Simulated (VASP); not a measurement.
Write the native input for VASP 6.6.1 that does the following.

- Task: relaxation of cell and atoms
- Functional: PBEsol
- Dispersion: D4
- Potentials or basis: VASP PAW PBE potentials, release 64 (Al)
- Cutoff: 600 eV
- k mesh: 11 × 11 × 11
- Occupations: fermi-dirac, width 0.05 eV
- Spin: no spin polarisation
- Dipole correction: no
- Further INCAR settings: ALGO = Normal; EDIFF = 1e-07; IBRION = 2; EDIFFG = -0.01; NSW = 60; ISIF = 3

The structure of Al lies in POSCAR:

```
Al
1.0
    0.0000000000      2.0248050000      2.0248050000
    2.0248050000      0.0000000000      2.0248050000
    2.0248050000      2.0248050000      0.0000000000
Al
1
Direct
    0.0000000000      0.0000000000      0.0000000000
```

One way to write it, as run:

INCAR

```
SYSTEM = Al
ALGO = Normal
EDIFF = 1E-7
EDIFFG = -0.01
ENCUT = 600
GGA = PS
IBRION = 2
ISIF = 3
ISMEAR = -1
IVDW = 13
LASPH = .TRUE.
LCHARG = .FALSE.
LREAL = .FALSE.
LWAVE = .FALSE.
NELM = 80
NSW = 60
PREC = Accurate
SIGMA = 0.05
```

KPOINTS

```
k-points
0
G
  11 11 11
  0 0 0
```

Potentials or basis: VASP PAW PBE potentials, release 64 (Al).

Command:

```console
$ cat potpaw_PBE.64/Al/POTCAR > POTCAR
$ mpirun -np 1 vasp_std > vasp.out
```

It gave:

* Relaxed volume: 15.85 Å³/atom
* Relaxed cell: a = 2.820 Å, b = 2.820 Å, c = 2.820 Å, α = 60.00°, β = 60.00°, γ = 60.00°
* Space group after relaxing (to 0.05 Å): Fm-3m (No. 225)
* Energy gained by relaxing: 9.0 meV/atom
* Ionic steps: 3
* Pressure after relaxing: 0.0 GPa
* Dispersion energy per atom: -0.208 eV

Caveat: the PAW data sets were made with another functional, which shifts forces and pressure a little; pairwise dispersion overbinds metals, which lowers pressure and volume.

Run time: 7.7 s on 1 thread of AMD EPYC 7R13 Processor (Zen 3) (shared host), peak memory 0.11 GiB.
